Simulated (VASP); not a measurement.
# Au in VASP: further runs, part 2 of 2

VASP 6.6.1. The steps go on from the part before.

## 4. Single point, PBEsol (atom 1 (Au) moved by (+0.100, +0.000) A along y and z)

INCAR reads:

```
SYSTEM = Au
PREC     = Accurate       ! precision mode
ENCUT    = 520            ! plane-wave cutoff, eV
EDIFF    = 1E-6           ! SCF threshold, eV
ISMEAR   = 0              ! smearing method
SIGMA    = 0.15           ! smearing width, eV
LREAL    = .False.        ! projectors in reciprocal space
LASPH    = .True.         ! aspherical terms in the spheres
NELM     = 60             ! most SCF steps
ALGO     = Fast           ! electronic algorithm
ISIF     = 2              ! what is computed and relaxed
LWAVE    = .False.        ! write WAVECAR
LCHARG   = .True.         ! write CHGCAR
GGA      = PS             ! functional
LELF     = .True.         ! ELF
LVHAR    = .True.       
NBANDS   = 18             ! bands
```

KPOINTS reads:

```
regular mesh
0
Gamma
  18 18 10
  0 0 0
```

POSCAR reads:

```
Au
1.0
    2.8999984104      0.0000000000      0.0000000000
   -1.4499992052      2.5114722944      0.0000000000
    0.0000000000      0.0000000000      4.8800000000
Au
2
Direct
    0.3532419742      0.7064839484      0.7500000000
    0.6666666667      0.3333333333      0.2500000000
```

Potentials or basis: VASP PAW PBE potentials, release 64 (Au).

Launch:

```console
> cat potpaw_PBE.64/Au/POTCAR > POTCAR
> mpirun -np 1 vasp_std > vasp.out
```

OUTCAR:

```text
SYSTEM = Au
   PREC = Accurate
   ENCUT = 520
   EDIFF = 1E-6
   ISMEAR = 0
   LREAL = .False.
   LASPH = .True.
   NELM = 60
   ISIF = 2
   GGA = PS

 ion  position               nearest neighbor table
   1  0.353  0.706  0.750-   2 2.90   2 2.90   2 2.99   2 2.99   2 2.99   2 2.99
   2  0.667  0.333  0.250-   1 2.90   1 2.90   1 2.99   1 2.99   1 2.99   1 2.99

  LATTYP: Found a hexagonal cell.
 ALAT       =     2.8999984104
 C/A-ratio  =     1.6827595431

  Lattice vectors:

 A1 = (   2.8999984104,   0.0000000000,   0.0000000000)
 A2 = (  -1.4499992052,   2.5114722944,   0.0000000000)
 A3 = (   0.0000000000,   0.0000000000,   4.8800000000)

Analysis of symmetry for initial positions (statically):
=====================================================================
 Subroutine PRICEL returns:
 Original cell was already a primitive cell.

 Routine SETGRP: Setting up the symmetry group for a
 hexagonal supercell.

 Subroutine GETGRP returns: Found  8 space group operations
 (whereof  2 operations were pure point group operations)
 out of a pool of 24 trial point group operations.

The static configuration has the point symmetry C_1h.
 The point group associated with its full space group is D_2h.
[... 163 lines left out ...]

 E-fermi :   8.5489     XC(G=0): -12.6364

 val. band max:        8.5469052916   @ k =   0.5000   0.4444   0.2000
 cond. band min:       8.5549334409   @ k =   0.0000   0.3889   0.4000
 fundamental gap:      0.0080281493
 Fermi energy:         8.5489266256

 k-point     1 :       0.0000    0.0000    0.0000
  band No.  band energies     occupation
      1      -0.8910      2.00000
      2       1.5411      2.00000
      3       3.9227      2.00000
      4       4.2079      2.00000
      5       4.2595      2.00000
      6       4.4809      2.00000
[... 481 lines left out ...]
      5       4.4526      2.00000
      6       4.5632      2.00000
[... 10 lines left out ...]
     17      24.9688      0.00000
     18      26.3645      0.00000

 [... further k-points ...]

------------------------ aborting loop because EDIFF is reached ----------------------------------------

  FORCE on cell =-STRESS in cart. coord.  units (eV):
  Direction    XX          YY          ZZ          XY          YZ          ZX
  --------------------------------------------------------------------------------------
  -------------------------------------------------------------------------------------
  Total       -1.5000077     -1.4262377     -1.3986966     -0.0000000      0.0000000      0.0000000
  in kB      -67.6173417    -64.2919406    -63.0504407     -0.0000000      0.0000000      0.0000000
  external PRESSURE =     -64.9865743 kB  Pullay stress =       0.0000000 kB

 VOLUME and BASIS-vectors are now :
 -----------------------------------------------------------------------------
  energy-cutoff  :      520.00
  volume of cell :       35.54
      direct lattice vectors                 reciprocal lattice vectors
     2.899998410  0.000000000  0.000000000     0.344827775  0.199086409  0.000000000
    -1.449999205  2.511472294  0.000000000     0.000000000  0.398172818  0.000000000
     0.000000000  0.000000000  4.880000000     0.000000000  0.000000000  0.204918033

 POSITION                                       TOTAL-FORCE (eV/Angst)
 -----------------------------------------------------------------------------------
      0.00000      1.77431      3.66000         0.000000     -0.048958      0.000000
      1.45000      0.83716      1.22000        -0.000000      0.048958     -0.000000
 -----------------------------------------------------------------------------------
    total drift:                               -0.000000     -0.000003     -0.000000

  FREE ENERGIE OF THE ION-ELECTRON SYSTEM (eV)
  ---------------------------------------------------
  free  energy   TOTEN  =        -7.7981483955 eV

  energy  without entropy=       -7.7881582939  energy(sigma->0) =       -7.79315334
```

OSZICAR:

```text
N       E                     dE             d eps       ncg     rms          rms(c)
DAV:   1     0.120757770202E+03    0.12076E+03   -0.11635E+04 19680   0.118E+03
DAV:   2    -0.634737500105E+01   -0.12711E+03   -0.12131E+03 20900   0.259E+02
DAV:   3    -0.847146316758E+01   -0.21241E+01   -0.21110E+01 22964   0.335E+01
DAV:   4    -0.848059208656E+01   -0.91289E-02   -0.91278E-02 21728   0.232E+00
DAV:   5    -0.848067378814E+01   -0.81702E-04   -0.81701E-04 21752   0.234E-01    0.119E+01
RMM:   6    -0.783936875958E+01    0.64131E+00   -0.11652E+00 19659   0.800E+00    0.751E+00
RMM:   7    -0.780344739466E+01    0.35921E-01   -0.12445E-01 20179   0.279E+00    0.356E+00
RMM:   8    -0.779831694254E+01    0.51305E-02   -0.15085E-02 20417   0.938E-01    0.586E-01
RMM:   9    -0.779814675947E+01    0.17018E-03   -0.13420E-03 21605   0.276E-01    0.160E-01
RMM:  10    -0.779815657204E+01   -0.98126E-05   -0.17868E-04 21741   0.891E-02    0.140E-01
RMM:  11    -0.779814821911E+01    0.83529E-05   -0.31974E-05 21423   0.415E-02    0.166E-02
RMM:  12    -0.779814839547E+01   -0.17636E-06   -0.43866E-06 17798   0.139E-02
   1 F= -.77981484E+01 E0= -.77931533E+01  d E =-.999010E-02
```

Run time: 87 s. Hardware: 1 thread of Intel Xeon 6975P-C (Granite Rapids), shared host; peak memory 0.38 GiB.

Results:

```yaml
Free_energy: -7.7981 eV
Pressure: -6.5 GPa
Largest_force: 0.049 eV/Å
Band_gap_on_the_k_mesh: zero (band 11 reaches 12.60 eV, above the bottom of band 12 at 6.06 eV)
```

Forces on the atoms (eV/Å):
```
Au   0.000 -0.049  0.000
Au   0.000  0.049  0.000
```

Stress tensor (GPa, compression positive):
```
-6.76  0.00  0.00
 0.00 -6.43  0.00
 0.00  0.00 -6.31
```

Caveat: the cell differs from its parent crystal (atom 1 (Au) moved by (+0.100, +0.000) A along y and z); the PAW data sets were made with another functional, which shifts forces and pressure a little; spin-orbit coupling is left out, which moves the levels of the heavy elements.
